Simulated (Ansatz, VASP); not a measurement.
# W in VASP and in Ansatz

```
W
1.0
     0.00000    2.03000    2.03000
     2.03000    0.00000    2.03000
     2.03000    2.03000    0.00000
W
1
Direct
  0.00000 0.00000 0.00000
```

Alike in both runs: task single point; functional PBEsol; k mesh 12 × 12 × 12; occupations gaussian, width 0.05 eV; no spin polarisation.

|  | VASP | Ansatz |
| --- | --- | --- |
| version | VASP 6.6.1 | Ansatz 0.2.0 |
| potentials or method | VASP PAW PBE potentials, release 64 (W_sv), cutoff 520 eV | all-electron (LAPW or listed datasets) |

|  | VASP | Ansatz | Ansatz less VASP |
| --- | --- | --- | --- |
| gap on the k mesh at the Fermi level (eV) | none | none | - |
| pressure (GPa) | -12.6 | -13.0 | -0.39 |

VASP's potentials were made for PBE, not for PBEsol. A gap of «none» marks a metal or a gap that the smearing closes. Ansatz ran all-electron here, and VASP with PAW potentials.

Neither program's run includes spin-orbit coupling.
